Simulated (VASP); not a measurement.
# HRh12 in VASP: a series of runs

HRh12 is run at these levels: PBE; tasks: single point.

All numbers are computed with VASP 6.6.1; they aren't measurements. Logs are shortened: lines on timing, memory, paths and dates and some standing lists are left out, and cuts for length are marked.

### Step 1. The cell of the first run

The cell holds a slab with vacuum, 13 atoms: a = 5.417 Å, b = 5.417 Å, c = 19.797 Å, α = 90.00°, β = 90.00°, γ = 120.00°.

### Step 2. Single point, PBE

Contents of INCAR:

```
SYSTEM = HRh12
  PREC = Accurate
  ENCUT = 520
  EDIFF = 1E-6
  ISMEAR = 0
  SIGMA = 0.1
  LREAL = .FALSE.
  LASPH = .TRUE.
  NELM = 80
  ALGO = Normal
  ISIF = 2
  LWAVE = .FALSE.
  LCHARG = .FALSE.
  LDIPOL = .TRUE.
  IDIPOL = 3
  DIPOL = 0.5 0.5 0.325
  GGA = PE
  NBANDS = 102
```

Contents of KPOINTS:

```
regular mesh
0
G
  6 6 1
  0 0 0
```

Contents of POSCAR:

```
HRh12
1.0
    5.4165863251      0.0000000000      0.0000000000
   -2.7082931626      4.6909013593      0.0000000000
    0.0000000000      0.0000000000     19.7966119230
Rh H
12 1
Direct
    0.3333333333      0.1666666667      0.2020547766
    0.3333333333      0.6666666667      0.2020547766
    0.8333333333      0.1666666667      0.2020547766
    0.8333333333      0.6666666667      0.2020547766
    0.1666666667      0.3333333333      0.3106031937
    0.1666666667      0.8333333333      0.3106031937
    0.6666666667      0.3333333333      0.3106031937
    0.6666666667      0.8333333333      0.3106031937
    0.0000000000      0.0000000000      0.4190925172
    0.0000000000      0.5000000000      0.4190925172
    0.5000000000      0.0000000000      0.4190925172
    0.5000000000      0.5000000000      0.4190925172
    0.0000000000      0.0000000000      0.4989846017
```

Potentials or basis: VASP PAW PBE potentials, release 64 (Rh_pv, H).

Run with:

```sh
cat potpaw_PBE.64/Rh_pv/POTCAR potpaw_PBE.64/H/POTCAR > POTCAR
mpirun -np 1 vasp_std > vasp.out
```

OUTCAR:

```text
SYSTEM = HRh12
   PREC = Accurate
   ENCUT = 520
   EDIFF = 1E-6
   ISMEAR = 0
   LREAL = .FALSE.
   LASPH = .TRUE.
   NELM = 80
   ISIF = 2
   GGA = PE

 ion  position               nearest neighbor table
   1  0.333  0.167  0.202-   5 2.66   7 2.66   6 2.66   4 2.71   4 2.71   3 2.71   3 2.71   2 2.71
                             2 2.71
   2  0.333  0.667  0.202-   6 2.66   8 2.66   5 2.66   3 2.71   3 2.71   4 2.71   4 2.71   1 2.71
                             1 2.71
   3  0.833  0.167  0.202-   7 2.66   5 2.66   8 2.66   2 2.71   2 2.71   1 2.71   1 2.71   4 2.71
                             4 2.71
   4  0.833  0.667  0.202-   8 2.66   6 2.66   7 2.66   1 2.71   1 2.71   2 2.71   2 2.71   3 2.71
                             3 2.71
   5  0.167  0.333  0.311-  12 2.66   9 2.66  10 2.66   1 2.66   3 2.66   2 2.66   8 2.71   8 2.71
                             7 2.71   7 2.71   6 2.71   6 2.71
   6  0.167  0.833  0.311-  11 2.66  10 2.66   9 2.66   2 2.66   4 2.66   1 2.66   7 2.71   7 2.71
                             8 2.71   8 2.71   5 2.71   5 2.71
   7  0.667  0.333  0.311-  10 2.66  11 2.66  12 2.66   3 2.66   1 2.66   4 2.66   6 2.71   6 2.71
                             5 2.71   5 2.71   8 2.71   8 2.71
   8  0.667  0.833  0.311-   9 2.66  12 2.66  11 2.66   4 2.66   2 2.66   3 2.66   5 2.71   5 2.71
                             6 2.71   6 2.71   7 2.71   7 2.71
   9  0.000  0.000  0.419-  13 1.58   8 2.66   5 2.66   6 2.66  12 2.71  12 2.71  11 2.71  11 2.71
                            10 2.71  10 2.71
  10  0.000  0.500  0.419-   7 2.66   6 2.66   5 2.66  11 2.71  11 2.71  12 2.71  12 2.71   9 2.71
                             9 2.71
  11  0.500  0.000  0.419-   6 2.66   7 2.66   8 2.66  10 2.71  10 2.71   9 2.71   9 2.71  12 2.71
                            12 2.71
  12  0.500  0.500  0.419-   5 2.66   8 2.66   7 2.66   9 2.71   9 2.71  10 2.71  10 2.71  11 2.71
                            11 2.71
  13  0.000  0.000  0.499-   9 1.58

  LATTYP: Found a hexagonal cell.
 ALAT       =     5.4165863251
 C/A-ratio  =     3.6548133335

  Lattice vectors:

 A1 = (   5.4165863251,   0.0000000000,   0.0000000000)
 A2 = (  -2.7082931626,   4.6909013593,   0.0000000000)
 A3 = (   0.0000000000,   0.0000000000,  19.7966119230)

Analysis of symmetry for initial positions (statically):
=====================================================================
 Subroutine PRICEL returns:
 Original cell was already a primitive cell.

 Routine SETGRP: Setting up the symmetry group for a
 hexagonal supercell.

 Subroutine GETGRP returns: Found  6 space group operations
 (whereof  6 operations were pure point group operations)
 out of a pool of 24 trial point group operations.

The static configuration has the point symmetry C_3v.

Analysis of symmetry for dynamics (positions and initial velocities):
=====================================================================
 Subroutine PRICEL returns:
 Original cell was already a primitive cell.

 Routine SETGRP: Setting up the symmetry group for a
 hexagonal supercell.

 Subroutine GETGRP returns: Found  6 space group operations
 (whereof  6 operations were pure point group operations)
 out of a pool of 24 trial point group operations.

The dynamic configuration has the point symmetry C_3v.

 Subroutine INISYM returns: Found  6 space group operations
 (whereof  6 operations are pure point group operations),
 and found     1 'primitive' translations

----------------------------------------------------------------------------------------

                                     Primitive cell

  volume of cell :     503.0056

  direct lattice vectors                    reciprocal lattice vectors
     5.416586325  0.000000000  0.000000000     0.184618123  0.106589323  0.000000000
    -2.708293163  4.690901359  0.000000000     0.000000000  0.213178646  0.000000000
     0.000000000  0.000000000 19.796611923     0.000000000  0.000000000  0.050513694

  length of vectors
     5.416586325  5.416586325 19.796611923     0.213178646  0.213178646  0.050513694

  position of ions in fractional coordinates (direct lattice)
     0.333333333  0.166666667  0.202054777
     0.333333333  0.666666667  0.202054777
     0.833333333  0.166666667  0.202054777
     0.833333333  0.666666667  0.202054777
     0.166666667  0.333333333  0.310603194
     0.166666667  0.833333333  0.310603194
     0.666666667  0.333333333  0.310603194
     0.666666667  0.833333333  0.310603194
     0.000000000  0.000000000  0.419092517
[... 44 lines left out ...]

 Found      7 irreducible k-points:

 Following reciprocal coordinates:
            Coordinates               Weight
  0.000000  0.000000  0.000000      1.000000
  0.166667  0.000000  0.000000      6.000000
  0.333333  0.000000  0.000000      6.000000
  0.500000  0.000000  0.000000      3.000000
  0.166667  0.166667  0.000000      6.000000
  0.333333  0.166667  0.000000     12.000000
  0.333333  0.333333  0.000000      2.000000
   k-points           NKPTS =      7   k-points in BZ     NKDIM =      7   number of bands    NBANDS=    102
   number of dos      NEDOS =    301   number of ions     NIONS =     13
   total plane-waves  NPLWV = 240000
   dimension x,y,z NGX =    40 NGY =   40 NGZ =  150
   dimension x,y,z NGXF=    80 NGYF=   80 NGZF=  300
   ions per type =              12   1
   NGX,Y,Z   is equivalent  to a cutoff of  12.28, 12.28, 12.60 a.u.
   NGXF,Y,Z  is equivalent  to a cutoff of  24.55, 24.55, 25.19 a.u.
 SYSTEM =  HRh12
   PREC   = accura    normal or accurate (medium, high low for compatibility)
   ISTART =      0    job   : 0-new  1-cont  2-samecut
   ICHARG =      2    charge: 1-file 2-atom 10-const
   ISPIN  =      1    spin polarized calculation?
   LNONCOLLINEAR =      F non collinear calculations
   LSORBIT =      F    spin-orbit coupling
   LASPH  =      T    aspherical Exc in radial PAW
   ENCUT  =  520.0 eV  38.22 Ry    6.18 a.u.  10.07 10.07 36.81*2*pi/ulx,y,z
   NELM   =     80;   NELMIN=  2; NELMDL= -5     # of ELM steps
   EDIFF  = 0.1E-05   stopping-criterion for ELM
   LREAL  =      F    real-space projection
   EDIFFG = 0.1E-04   stopping-criterion for IOM
   NSW    =      0    number of steps for IOM
   IBRION =     -1    ionic relax: 0-MD 1-quasi-New 2-CG
   NFREE  =      0    steps in history (QN), initial steepest desc. (CG)
   ISIF   =      2    stress and relaxation
   ISYM   =      2    0-nonsym 1-usesym 2-fastsym
   POTIM  = 0.5000    time-step for ionic-motion
   TEBEG  =    0.0;   TEEND  =   0.0 temperature during run
   PSTRESS=    0.0 pullay stress
   NELECT =     181.0000    total number of electrons
   NUPDOWN=      -1.0000    fix difference up-down
   EMIN   =  10.00;   EMAX   =-10.00  energy-range for DOS
   EFERMI =   0.00;   METHOD = LEGACY
   ISMEAR =     0;   SIGMA  =   0.10  broadening in eV -4-tet -1-fermi 0-gaus
   EFERMI_NEDOS =   21; number of points for ismear=-14 and -15
   IALGO  =     38    algorithm
   IMIX   =      4    mixing-type and parameters
     AMIX     =   0.40;   BMIX     =  1.00
     AMIX_MAG =   1.60;   BMIX_MAG =  1.00
  volume/ion in A,a.u.               =      38.69       261.11
  Fermi-wavevector in a.u.,A,eV,Ry     =   1.164421  2.200437 18.447821  1.355877
  Thomas-Fermi vector in A             =   2.300959
   LORBIT       =      0    0 simple, 1 ext, 2 COOP (PROOUT), +10 PAW based schemes
   GGA     = PE    functional components
   LHFCALC =     F    Hartree Fock is set to
   AEXX    =    0.0000 exact exchange contribution
   IVDW    =     0    specifies the selected vdW correction
   LEPSILON=     F    determine dielectric tensor
   LRPA    =     F    only Hartree local field effects (RPA)
 non-spin polarized calculation
 Gauss-broadening in eV      SIGMA  =   0.10
  energy-cutoff  :      520.00
  volume of cell :      503.01
 maximum number of plane-waves:     13567
   NGX = 21   NGY = 21   NGZ = 73

 dipolmoment           0.000000      0.000000     -0.141884 electrons x Angstroem

 number of electron     181.0000009 magnetization

 dipolmoment           0.000000      0.000000      0.026490 electrons x Angstroem

 Free energy of the ion-electron system (eV)
  ---------------------------------------------------
  ext. energy  EPLUGINS =         0.00000000
  ---------------------------------------------------
  free energy    TOTEN  =       -84.31337649 eV

  energy without entropy =      -84.21629641  energy(sigma->0) =      -84.26483645

 E-fermi :   0.4989     XC(G=0):  -5.6207

 val. band max:        0.4877658307   @ k =   0.5000   0.0000   0.0000
 cond. band min:       0.5023149254   @ k =   0.3333   0.3333   0.0000
 fundamental gap:      0.0145490947
 Fermi energy:         0.4989395716

 k-point     1 :       0.0000    0.0000    0.0000
  band No.  band energies     occupation
      1     -46.5922      2.00000
      2     -46.5922      2.00000
      3     -46.5861      2.00000
      4     -46.5066      2.00000
      5     -46.4172      2.00000
      6     -46.4135      2.00000
[... 724 lines left out ...]
    101       1.2064      0.00000
    102       1.2089      0.00000

------------------------ aborting loop because EDIFF is reached ----------------------------------------

 vacuum level on the upper side and lower side of the slab       (xc-potential included)        -0.037        -0.236

  FORCE on cell =-STRESS in cart. coord.  units (eV):
  Direction    XX          YY          ZZ          XY          YZ          ZX
  --------------------------------------------------------------------------------------
  -------------------------------------------------------------------------------------
  Total       -6.2869465     -6.2869465      1.1316776      0.0000000      0.0000000     -0.0000000
  in kB      -20.0252299    -20.0252299      3.6046281      0.0000000      0.0000000     -0.0000000
  external PRESSURE =     -12.1486106 kB  Pullay stress =       0.0000000 kB

 VOLUME and BASIS-vectors are now :
 -----------------------------------------------------------------------------
  energy-cutoff  :      520.00
  volume of cell :      503.01
      direct lattice vectors                 reciprocal lattice vectors
     5.416586325  0.000000000  0.000000000     0.184618123  0.106589323  0.000000000
    -2.708293163  4.690901359  0.000000000     0.000000000  0.213178646  0.000000000
     0.000000000  0.000000000 19.796611923     0.000000000  0.000000000  0.050513694

 POSITION                                       TOTAL-FORCE (eV/Angst)
 -----------------------------------------------------------------------------------
      1.35415      0.78182      4.00000        -0.062469     -0.036066     -0.011875
     -0.00000      3.12727      4.00000         0.000000      0.000000     -0.247566
      4.06244      0.78182      4.00000         0.062469     -0.036066     -0.011875
      2.70829      3.12727      4.00000        -0.000000      0.072132     -0.011875
      0.00000      1.56363      6.14889        -0.000000      0.016641      0.029966
     -1.35415      3.90908      6.14889         0.014411     -0.008320      0.029966
      2.70829      1.56363      6.14889        -0.000000      0.000000     -0.081726
      1.35415      3.90908      6.14889        -0.014411     -0.008320      0.029966
      0.00000      0.00000      8.29661         0.000000      0.000000      0.425416
     -1.35415      2.34545      8.29661         0.041389      0.023896     -0.059159
      2.70829      0.00000      8.29661         0.000000     -0.047792     -0.059159
      1.35415      2.34545      8.29661        -0.041389      0.023896     -0.059159
      0.00000      0.00000      9.87820        -0.000000      0.000000      0.027081
 -----------------------------------------------------------------------------------
    total drift:                               -0.000000     -0.000000     -0.000252

  FREE ENERGIE OF THE ION-ELECTRON SYSTEM (eV)
  ---------------------------------------------------
  free  energy   TOTEN  =       -84.3133764858 eV

  energy  without entropy=      -84.2162964103  energy(sigma->0) =      -84.26483645

 vacuum level on the upper side and lower side of the slab         5.698         5.446
```

Run time: 8.6 min. Hardware: 1 thread of AMD EPYC 9R45 (Zen 5), shared host; peak memory 0.61 GiB.

What came out:

```
Free energy            : -84.3134 eV
Largest force          : 0.425 eV/Å
Band gap on the k mesh : zero (an odd number of electrons rules out a gap without spin polarisation)
```

Forces in eV/Å, atoms in the order of the input:
```
Rh  -0.062 -0.036 -0.012
Rh   0.000  0.000 -0.248
Rh   0.062 -0.036 -0.012
Rh   0.000  0.072 -0.012
Rh   0.000  0.017  0.030
Rh   0.014 -0.008  0.030
Rh   0.000  0.000 -0.082
Rh  -0.014 -0.008  0.030
Rh   0.000  0.000  0.425
Rh   0.041  0.024 -0.059
Rh   0.000 -0.048 -0.059
Rh  -0.041  0.024 -0.059
H    0.000  0.000  0.027
```

Levels at points of the mesh, in eV from the Fermi level:
| k point | band 87 | band 88 | band 89 | band 90 | band 91 | band 92 | band 93 | band 94 | band 95 | band 96 |
| --- | --- | --- | --- | --- | --- | --- | --- | --- | --- | --- |
| (0.00, 0.00, 0.00) | 0.27 | 0.28 | 0.42 | 0.42 | 0.53 | 0.53 | 0.54 | 0.89 | 0.95 | 0.95 |
| (0.50, 0.00, 0.00) | -0.78 | -0.77 | -0.77 | -0.39 | -0.34 | -0.32 | -0.29 | -0.01 | 0.21 | 0.30 |

### Step 3. Single point, PBE

Contents of INCAR:

```
PREC = Accurate ; ENCUT = 520
EDIFF = 1E-7 ; ISMEAR = 0
SIGMA = 0.1 ; LREAL = F
LASPH = T ; NELM = 80
ALGO = Normal ; ISIF = 2
LWAVE = F ; LCHARG = F
LDIPOL = T ; IDIPOL = 3
DIPOL = 0.5 0.5 0.323 ; GGA = PE
NBANDS = 102
```

Contents of KPOINTS:

```
Automatic mesh
0
Gamma
  6 6 1
```

Changes to POSCAR since step 2:

```diff
@@ -20,2 +20,2 @@
     0.5000000000      0.5000000000      0.4190925172
-    0.0000000000      0.0000000000      0.4989846017
+    0.1666666667      0.3333333333      0.4687402156
```

Potentials or basis: VASP PAW PBE potentials, release 64 (Rh_pv, H).

Run with:

```sh
cat potpaw_PBE.64/Rh_pv/POTCAR potpaw_PBE.64/H/POTCAR > POTCAR
mpirun -np 1 vasp_std > vasp.out
```

It took 8.6 min on 1 thread of AMD EPYC 9R45 (Zen 5), shared host; peak memory 0.61 GiB.

The run converged. Its results:

* Free energy: -84.5719 eV
* Largest force: 0.417 eV/Å
* Band gap on the k mesh: zero (an odd number of electrons rules out a gap without spin polarisation)

Forces on the atoms (eV/Å):
```
Rh  -0.046  0.027 -0.041
Rh   0.000 -0.053 -0.041
Rh   0.046  0.027 -0.041
Rh   0.000  0.000  0.001
Rh   0.000  0.000 -0.236
Rh   0.000  0.000 -0.074
Rh   0.000  0.000 -0.074
Rh   0.000  0.000 -0.074
Rh   0.000 -0.342  0.237
Rh  -0.297  0.171  0.237
Rh   0.000  0.000 -0.152
Rh   0.297  0.171  0.237
H    0.000  0.000  0.020
```

Levels at points of the mesh, in eV from the Fermi level:
| k point | band 89 | band 90 | band 91 | band 92 | band 93 | band 94 | band 95 | band 96 |
| --- | --- | --- | --- | --- | --- | --- | --- | --- |
| (0.00, 0.00, 0.00) | 0.39 | 0.39 | 0.51 | 0.51 | 0.53 | 0.64 | 0.89 | 0.90 |
| (0.50, 0.00, 0.00) | -0.49 | -0.43 | -0.37 | -0.34 | -0.24 | -0.05 | 0.25 | 0.26 |

The gap in the log of VASP goes by the Fermi energy; the results here count the filled bands.